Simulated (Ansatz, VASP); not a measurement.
**Ta: VASP beside Ansatz**

File INCAR:

```
ALGO = Fast
EDIFF = 1E-6
ENCUT = 520
GGA = PE
ISIF = 2
ISMEAR = 0
LASPH = True
LCHARG = True
LELF = True
LREAL = False
LVHAR = True
LWAVE = False
NBANDS = 12
NELM = 100
PREC = Accurate
SIGMA = 0.15
```

The input KPOINTS:

```
k-points
0
Gamma
  20 20 20
```

POSCAR

```
Ta
1.0
   -1.7090748000      1.5934852000      1.6512800000
    1.7090748000     -1.5934852000      1.6512800000
    1.7090748000      1.5934852000     -1.6512800000
Ta
1
Direct
    0.0000000000      0.0000000000      0.0000000000
```

Input for Ansatz:

```yaml
crystal:
  lattice:
    - [-1.7090748, 1.5934852, 1.65128]
    - [1.7090748, -1.5934852, 1.65128]
    - [1.7090748, 1.5934852, -1.65128]
  atoms:
    - { symbol: Ta, position: [0.0, 0.0, 0.0] }
basis:
  ecutwfc: 420
kpoints:
  mp_grid: { grid: [20, 20, 20] }
hamiltonian:
  xc: pbe
scf:
  occupations: { method: gaussian, width: 0.15 }
output:
  forces: true
  stress: true
  eigenvalues: true
```

Change from the starting cell: strain +0.0350 x Voigt [1, -1, 0, 0, 0, 0], atoms carried along.

Alike in both runs: task single point; functional PBE; k mesh 20 × 20 × 20; occupations gaussian, width 0.15 eV; no spin polarisation.

```csv
,VASP,Ansatz
version,VASP 6.6.1,Ansatz 0.2.0
potentials or method,"VASP PAW PBE potentials, release 64 (Ta_pv), cutoff 520 eV","scalar-relativistic, plane waves, PAW"
valence electrons in the cell,11,13
```

```csv
,VASP,Ansatz,Ansatz less VASP
gap on the k mesh at the Fermi level (eV),none,none,-
pressure (GPa),3.8,3.7,-0.11
"traceless stress, the component that is largest in VASP (GPa)",-3.70,-3.71,-0.012
```

A gap of «none» marks a metal or a gap that the smearing closes. VASP's potentials hold 11 valence electrons a cell and Ansatz's 13, so a difference there can come from the potentials and not from the codes.

Neither program's run includes spin-orbit coupling.
